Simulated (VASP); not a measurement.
# Ge (I4_1/amd) in VASP: further runs

Ge is run at these levels: LDA; tasks: single point.

Everything below comes from runs of VASP 6.6.1. Logs are shortened: lines on timing, memory, paths and dates and some standing lists are left out, and cuts for length are marked.

### Step 1. The cell of the first run

The structure is tetragonal, space group I4_1/amd (No. 141). Conventional cell: a = 3.836 Å, b = 3.836 Å, c = 6.015 Å, α = 90.00°, β = 90.00°, γ = 90.00°. Within 3.2 Å of Ge (site symmetry -4m2) lie 4 Ge at 2.44 Å.

### Step 2. Single point, LDA (the cell strained)

INCAR reads:

```
ALGO = Normal ; EDIFF = 1E-7
ENCUT = 520 ; GGA = CA
ISIF = 2 ; ISMEAR = 0
LASPH = T ; LCHARG = F
LREAL = F ; LWAVE = F
NBANDS = 21 ; NELM = 60
PREC = Accurate ; SIGMA = 0.15
```

KPOINTS reads:

```
k-points
0
Gamma
  14 14 14
```

POSCAR reads:

```
Ge
1.0
    0.0000000000      2.7123375155      3.0074623229
    2.7123375155      0.0000000000      3.0074623229
    2.7123375155      2.7123375155      0.0000000000
Ge
2
Direct
    0.5000000000      0.5000000000      0.5000000000
    0.7500000000      0.7500000000      0.7500000000
```

Potentials or basis: VASP PAW LDA potentials, release 64 (Ge_d).

Launch:

```bash
$ cat potpaw_LDA.64/Ge_d/POTCAR > POTCAR
$ mpirun -np 1 vasp_std > vasp.out
```

OUTCAR:

```text
EDIFF = 1E-7
   ENCUT = 520
   GGA = CA
   ISIF = 2
   ISMEAR = 0
   LASPH = T
   LREAL = F
   NELM = 60
   PREC = Accurate

 ion  position               nearest neighbor table
   1  0.500  0.500  0.500-   2 2.44   2 2.44   2 2.44   2 2.44
   2  0.750  0.750  0.750-   1 2.44   1 2.44   1 2.44   1 2.44

  LATTYP: Found a body centered tetragonal cell.
 ALAT       =     3.8358245002
 C/A-ratio  =     1.5680917220

  Lattice vectors:

 A1 = (  -2.7123375155,   0.0000000000,   3.0074623229)
 A2 = (   2.7123375155,   0.0000000000,   3.0074623229)
 A3 = (   0.0000000000,   2.7123375155,  -3.0074623229)

Analysis of symmetry for initial positions (statically):
=====================================================================
 Subroutine PRICEL returns:
 Original cell was already a primitive cell.

 Routine SETGRP: Setting up the symmetry group for a
 body centered tetragonal supercell.

 Subroutine GETGRP returns: Found 16 space group operations
 (whereof  8 operations were pure point group operations)
 out of a pool of 16 trial point group operations.

The static configuration has the point symmetry D_2d.
 The point group associated with its full space group is D_4h.

Analysis of symmetry for dynamics (positions and initial velocities):
=====================================================================
 Subroutine PRICEL returns:
 Original cell was already a primitive cell.

 Routine SETGRP: Setting up the symmetry group for a
 body centered tetragonal supercell.

 Subroutine GETGRP returns: Found 16 space group operations
 (whereof  8 operations were pure point group operations)
 out of a pool of 16 trial point group operations.

The dynamic configuration has the point symmetry D_2d.
 The point group associated with its full space group is D_4h.

 Subroutine INISYM returns: Found 16 space group operations
 (whereof  8 operations are pure point group operations),
 and found     1 'primitive' translations

----------------------------------------------------------------------------------------

                                     Primitive cell

  volume of cell :      44.2504

  direct lattice vectors                    reciprocal lattice vectors
     0.000000000  2.712337515  3.007462323    -0.184342840  0.184342840  0.166253122
[... 74 lines left out ...]
   NGX,Y,Z   is equivalent  to a cutoff of  12.31, 12.31, 13.00 a.u.
   NGXF,Y,Z  is equivalent  to a cutoff of  24.63, 24.63, 26.00 a.u.
 SYSTEM =  unknown system
   PREC   = accura    normal or accurate (medium, high low for compatibility)
   ISTART =      0    job   : 0-new  1-cont  2-samecut
   ICHARG =      2    charge: 1-file 2-atom 10-const
   ISPIN  =      1    spin polarized calculation?
   LNONCOLLINEAR =      F non collinear calculations
   LSORBIT =      F    spin-orbit coupling
   LASPH  =      T    aspherical Exc in radial PAW
   ENCUT  =  520.0 eV  38.22 Ry    6.18 a.u.   7.53  7.53  7.13*2*pi/ulx,y,z
   NELM   =     60;   NELMIN=  2; NELMDL= -5     # of ELM steps
   EDIFF  = 0.1E-06   stopping-criterion for ELM
   LREAL  =      F    real-space projection
   EDIFFG = 0.1E-05   stopping-criterion for IOM
   NSW    =      0    number of steps for IOM
   IBRION =     -1    ionic relax: 0-MD 1-quasi-New 2-CG
   NFREE  =      0    steps in history (QN), initial steepest desc. (CG)
   ISIF   =      2    stress and relaxation
   ISYM   =      2    0-nonsym 1-usesym 2-fastsym
   POTIM  = 0.5000    time-step for ionic-motion
   TEBEG  =    0.0;   TEEND  =   0.0 temperature during run
   PSTRESS=    0.0 pullay stress
   NELECT =      28.0000    total number of electrons
   NUPDOWN=      -1.0000    fix difference up-down
   EMIN   =  10.00;   EMAX   =-10.00  energy-range for DOS
   EFERMI =   0.00;   METHOD = LEGACY
   ISMEAR =     0;   SIGMA  =   0.15  broadening in eV -4-tet -1-fermi 0-gaus
   EFERMI_NEDOS =   21; number of points for ismear=-14 and -15
   IALGO  =     38    algorithm
   IMIX   =      4    mixing-type and parameters
     AMIX     =   0.40;   BMIX     =  1.00
     AMIX_MAG =   1.60;   BMIX_MAG =  1.00
  volume/ion in A,a.u.               =      22.13       149.31
  Fermi-wavevector in a.u.,A,eV,Ry     =   1.405470  2.655953 26.876218  1.975346
  Thomas-Fermi vector in A             =   2.527928
   LORBIT       =      0    0 simple, 1 ext, 2 COOP (PROOUT), +10 PAW based schemes
   GGA     = CA    functional components
   LHFCALC =     F    Hartree Fock is set to
   AEXX    =    0.0000 exact exchange contribution
   IVDW    =     0    specifies the selected vdW correction
   LEPSILON=     F    determine dielectric tensor
   LRPA    =     F    only Hartree local field effects (RPA)
 non-spin polarized calculation
 Gauss-broadening in eV      SIGMA  =   0.15
  energy-cutoff  :      520.00
  volume of cell :       44.25
 maximum number of plane-waves:      1207
   NGX = 15   NGY = 15   NGZ = 15

 number of electron      28.0000010 magnetization

 Free energy of the ion-electron system (eV)
  ---------------------------------------------------
  ext. energy  EPLUGINS =         0.00000000
  ---------------------------------------------------
  free energy    TOTEN  =       -10.31106046 eV

  energy without entropy =      -10.30979346  energy(sigma->0) =      -10.31042696

 E-fermi :   5.0416     XC(G=0): -10.4072

 val. band max:        5.0044522037   @ k =  -0.1429   0.0714   0.0000
 cond. band min:       5.0806397377   @ k =   0.3571   0.0000   0.0000
 fundamental gap:      0.0761875340
 Fermi energy:         5.0416353015

 k-point     1 :       0.0000    0.0000    0.0000
  band No.  band energies     occupation
      1     -20.0267      2.00000
      2     -20.0267      2.00000
      3     -20.0012      2.00000
      4     -19.9854      2.00000
      5     -19.9744      2.00000
      6     -19.7906      2.00000
[... 565 lines left out ...]
     20      14.1858      0.00000
     21      15.2517      0.00000

 [... further k-points ...]
[... 5 lines left out ...]
  --------------------------------------------------------------------------------------
  -------------------------------------------------------------------------------------
  Total        0.9315768      0.9315768     -1.4838500      0.0000000      0.0000000      0.0000000
  in kB       33.7296313     33.7296313    -53.7258043      0.0000000      0.0000000      0.0000000
  external PRESSURE =       4.5778194 kB  Pullay stress =       0.0000000 kB

 VOLUME and BASIS-vectors are now :
 -----------------------------------------------------------------------------
  energy-cutoff  :      520.00
  volume of cell :       44.25
      direct lattice vectors                 reciprocal lattice vectors
     0.000000000  2.712337515  3.007462323    -0.184342840  0.184342840  0.166253122
     2.712337515  0.000000000  3.007462323     0.184342840 -0.184342840  0.166253122
     2.712337515  2.712337515  0.000000000     0.184342840  0.184342840 -0.166253122

 POSITION                                       TOTAL-FORCE (eV/Angst)
 -----------------------------------------------------------------------------------
      2.71234      2.71234      3.00746         0.000000      0.000000      0.000000
      4.06851      4.06851      4.51119        -0.000000     -0.000000     -0.000000
 -----------------------------------------------------------------------------------
    total drift:                                0.000000     -0.000000      0.000000

  FREE ENERGIE OF THE ION-ELECTRON SYSTEM (eV)
  ---------------------------------------------------
  free  energy   TOTEN  =       -10.3110604612 eV

  energy  without entropy=      -10.3097934556  energy(sigma->0) =      -10.31042696
```

OSZICAR:

```text
N       E                     dE             d eps       ncg     rms          rms(c)
DAV:   1     0.192826070958E+03    0.19283E+03   -0.14732E+04 11466   0.362E+03
DAV:   2     0.173293615001E+02   -0.17550E+03   -0.16992E+03 10296   0.619E+02
DAV:   3    -0.958761473870E+01   -0.26917E+02   -0.26732E+02 11798   0.143E+02
DAV:   4    -0.104764216638E+02   -0.88881E+00   -0.88836E+00 11623   0.305E+01
DAV:   5    -0.104905789223E+02   -0.14157E-01   -0.14157E-01 11673   0.422E+00    0.334E+00
DAV:   6    -0.103700900318E+02    0.12049E+00   -0.38397E-02 11458   0.167E+00    0.191E+00
DAV:   7    -0.103103481646E+02    0.59742E-01   -0.76740E-02 11013   0.209E+00    0.137E-01
DAV:   8    -0.103110297217E+02   -0.68156E-03   -0.59871E-03 11658   0.906E-01    0.488E-02
DAV:   9    -0.103110643135E+02   -0.34592E-04   -0.91812E-05 11829   0.920E-02    0.136E-02
DAV:  10    -0.103110606011E+02    0.37124E-05   -0.10110E-05 13964   0.475E-02    0.487E-03
DAV:  11    -0.103110604749E+02    0.12624E-06   -0.95105E-07 11148   0.850E-03    0.174E-03
DAV:  12    -0.103110604612E+02    0.13719E-07   -0.83902E-08  8484   0.439E-03
   1 F= -.10311060E+02 E0= -.10310427E+02  d E =-.126701E-02
```

stdout:

```text
POSCAR found type information on POSCAR Ge
 POSCAR found :  1 types and       2 ions
 scaLAPACK will be used
 LDA part: xc-table for (Slater(with rela. corr.)+CA(PZ))
 , standard interpolation
 POSCAR, INCAR and KPOINTS ok, starting setup
 FFT: planning ... GRIDC
 FFT: planning ... GRID_SOFT
 FFT: planning ... GRID
 WAVECAR not read
 entering main loop
```

Run time: 2.1 min. Hardware: 1 thread of Intel Xeon Platinum 8488C (Sapphire Rapids), shared host; peak memory 0.28 GiB.

Results:

| Quantity | Value |
| --- | --- |
| Free energy | -10.3111 eV |
| Pressure | 0.5 GPa |
| Band gap on the k mesh | zero (bands 14 and 15 overlap by 0.37 eV) |

Caveat: the cell differs from its parent crystal (the cell strained); semilocal functionals underestimate gaps, so a narrow gap can read as zero.

(Part 1 of 2 ends here.)
